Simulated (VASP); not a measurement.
Input of a VASP 6.6.1 run:

The input INCAR:

```
SYSTEM = AlCd2
PREC     = Accurate       ! precision mode
ENCUT    = 520            ! plane-wave cutoff, eV
EDIFF    = 1E-7           ! SCF threshold, eV
ISMEAR   = 0              ! smearing method
SIGMA    = 0.1            ! smearing width, eV
LREAL    = .False.        ! projectors in reciprocal space
LASPH    = .True.         ! aspherical terms in the spheres
NELM     = 60             ! most SCF steps
ALGO     = Fast           ! electronic algorithm
ISIF     = 2              ! what is computed and relaxed
LWAVE    = .False.        ! write WAVECAR
LCHARG   = .False.        ! write CHGCAR
GGA      = PE             ! functional
NBANDS   = 36             ! bands
```

File KPOINTS:

```
regular mesh
0
Gamma
  8 8 8
  0 0 0
```

The input POSCAR:

```
AlCd2
1.0
    0.0000000000      4.1025937728      4.1025937728
    4.1025937728      0.0000000000      4.1025937728
    4.1025937728      4.1025937728      0.0000000000
Al Cd
2 4
Direct
    0.5000000000      0.5000000000      0.5000000000
    0.7500000000      0.7500000000      0.7500000000
    0.1250000000      0.1250000000      0.1250000000
    0.6250000000      0.1250000000      0.1250000000
    0.1250000000      0.1250000000      0.6250000000
    0.1250000000      0.6250000000      0.1250000000
```

Potentials or basis: VASP PAW PBE potentials, release 64 (Al, Cd).

The run is started by

```sh
$ cat potpaw_PBE.64/Al/POTCAR potpaw_PBE.64/Cd/POTCAR > POTCAR
$ mpirun -np 1 vasp_std > vasp.out
```

(1) Predict the pressure.

(2) Predict the band gap on the k mesh.

## Answers

(1) 0.2 GPa.

(2) zero (bands 27 and 28 overlap by 3.78 eV).
